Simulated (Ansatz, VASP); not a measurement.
## P in VASP and in Ansatz

```xyz
1
Lattice="2.5072 0.0000 0.0000 0.0000 2.5072 0.0000 0.0000 0.0000 2.5072" Properties=species:S:1:pos:R:3 pbc="T T T"
P     0.0000    0.0000    0.0000
```

Alike in both runs: task single point; functional PBE; k mesh 14 × 14 × 14; occupations fermi-dirac, width 0.1 eV; no spin polarisation.

```csv
,VASP,Ansatz
version,VASP 6.6.1,Ansatz 0.2.0
potentials or method,"VASP PAW PBE potentials, release 64 (P), cutoff 520 eV","plane waves (420 eV) with PAW, scalar-relativistic"
valence electrons in the cell,5,5
```

|  | VASP | Ansatz | Ansatz less VASP |
| --- | --- | --- | --- |
| pressure (GPa) | -6.6 | -6.4 | +0.19 |

With one functional, cell and mesh, what is left measures potentials, basis and numerics.
